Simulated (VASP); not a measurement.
Runs of VASP 6.6.1 on Hg. The structure is that of space group I4/mmm (No. 139), or close to it. The cells are those of the table. 

```tsv
cell	further INCAR settings	gap on the mesh (eV)	pressure (GPa)
a = 3.314, b = 3.314, c = 3.571 Å, angles 57.4, 57.4, 65.2°, 1 atom	ALGO = Fast; EDIFF = 1e-06; NBANDS = 12	none	-2.7
a = 3.691, b = 3.691, c = 3.014 Å, angles 65.9, 65.9, 48.2°, 1 atom	ALGO = Fast; EDIFF = 1e-07; NBANDS = 12	none	(a)
a = 3.295, b = 3.295, c = 3.675 Å, angles 56.1, 56.1, 67.8°, 1 atom	ALGO = Fast; EDIFF = 1e-06; NBANDS = 12	none	-2.7
a = 3.516, b = 3.516, c = 3.183 Å, angles 63.1, 63.1, 53.8°, 1 atom	ALGO = Fast; EDIFF = 1e-06; NBANDS = 12	none	-3.0
```

Alike in all rows: task single point; level PBEsol; potentials or basis VASP PAW PBE potentials, release 64 (Hg); no spin polarisation; k mesh 20 × 20 × 20; cutoff (eV) 520; smearing gaussian 0.15 eV.

Q: Fill in the values left out.

A: (a) -2.4.

Caveats: the PAW data sets were made with another functional, which shifts forces and pressure a little; spin-orbit coupling is left out, which moves the levels of the heavy elements.

A k mesh can miss the band edges, and the runs leave out spin-orbit coupling on Hg.

A gap of «none» marks levels without a gap at the run's occupations.
